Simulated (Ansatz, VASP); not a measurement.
# One calculation of ScF5, two programs

```
Sc F
1.0
     4.48916    0.00000    0.00000
    -2.24458    3.88772    0.00000
     0.00000    0.00000    5.99641
Sc F
1 5
Direct
  0.00000 0.00000 0.50000
  0.00000 0.00000 0.82012
  0.00000 0.00000 0.17988
  0.50000 0.00000 0.50000
  0.00000 0.50000 0.50000
  0.50000 0.50000 0.50000
```

Alike in both runs: functional PBE; k mesh 6 × 6 × 4; occupations gaussian, width 0.1 eV; collinear spin.

Ansatz relaxed the structure, and its values are those at the end. VASP's run is a single point on that final structure, the one shown.

```csv
,VASP,Ansatz
version,VASP 6.6.1,Ansatz 0.2.0
potentials or method,"VASP PAW PBE potentials, release 64 (Sc_sv, F), cutoff 520 eV","scalar-relativistic, plane waves, PAW"
valence electrons in the cell,46,46
```

```csv
,VASP,Ansatz,Ansatz less VASP
gap on the k mesh at the Fermi level (eV),none,none,-
pressure (GPa),0.2,0.1,-0.12
rms of the force components (eV/Å),0.056,0.000,-0.0555
net moment per atom (μB),0.33,0.33,0.000
size of the moment on the site where the two differ most (μB),0.43,0.46,+0.028
```

Site moments also hang on the region over which each program counts them. A gap of «none» marks a metal or a gap that the smearing closes. With one functional, cell and mesh, what is left measures potentials, basis and numerics.
